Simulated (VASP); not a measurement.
## Al: single point with PBE

The system is Al.

```
Al
1.0
     0.00000    3.08160    3.08160
     3.08160    0.00000    3.08160
     3.08160    3.08160    0.00000
Al
2
Direct
  0.00000 0.00000 0.00000
  0.25000 0.25000 0.25000
```

This isn't the form of Al at room conditions, which is fcc.

- Program: VASP 6.6.1
- Task: single point
- Functional: PBE
- Potentials or basis: VASP PAW PBE potentials, release 64 (Al)
- Cutoff: 500 eV
- k mesh: 16 × 16 × 16
- Occupations: fermi-dirac, width 0.0612256 eV
- Spin: no spin polarisation

- Pressure: -1.9 GPa
- Band gap on the k mesh: zero (bands 3 and 4 overlap by 3.27 eV)

Levels at points of the mesh, in eV from the Fermi level:
| k point | band 1 | band 2 | band 3 | band 4 | band 5 | band 6 | band 7 |
| --- | --- | --- | --- | --- | --- | --- | --- |
| (0.00, 0.00, 0.00) | -7.61 | 2.00 | 2.00 | 2.00 | 3.84 | 3.84 | 3.84 |
| (0.50, 0.00, 0.00) | -5.72 | -3.70 | 1.03 | 1.03 | 2.97 | 4.33 | 4.33 |
| (0.50, 0.50, 0.00) | -4.29 | -4.29 | -0.36 | -0.36 | 2.12 | 2.12 | 10.06 |

It took 67 s on 1 thread of Intel Xeon 8259CL (shared host), peak memory 0.21 GiB.
